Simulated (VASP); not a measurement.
The system is Pb.

```
CELL_PARAMETERS angstrom
-2.00571 2.00571 2.00571
2.00571 -2.00571 2.00571
2.00571 2.00571 -2.00571
ATOMIC_POSITIONS crystal
Pb 0.00000 0.00000 0.00000
```

This isn't the form of Pb at room conditions, which is fcc.

Base run:

- Program: VASP 6.6.1
- Functional: pbe exchange, pbesol correlation
- Potentials or basis: VASP PAW PBE potentials, release 64 (Pb_d)
- Cutoff: 500 eV
- k mesh: 9 × 9 × 9
- Occupations: gaussian, width 0.01 eV
- Spin: no spin polarisation

Its results: band gap on the k mesh zero (bands 7 and 8 overlap by 8.89 eV); pressure -0.4 GPa.

Question: The run is repeated on the same cell with these changes: functional from pbe exchange, pbesol correlation to r2SCAN; cutoff from 500 eV to 520 eV; occupations from gaussian, width 0.01 eV to fermi-dirac, width 0.05 eV. What comes out?

Answer: Band gap on the k mesh zero (bands 7 and 8 overlap by 9.34 eV); pressure -1.9 GPa.

Caveats: the PAW data sets were made with another functional, which shifts forces and pressure a little; spin-orbit coupling is left out, which moves the levels of the heavy elements.
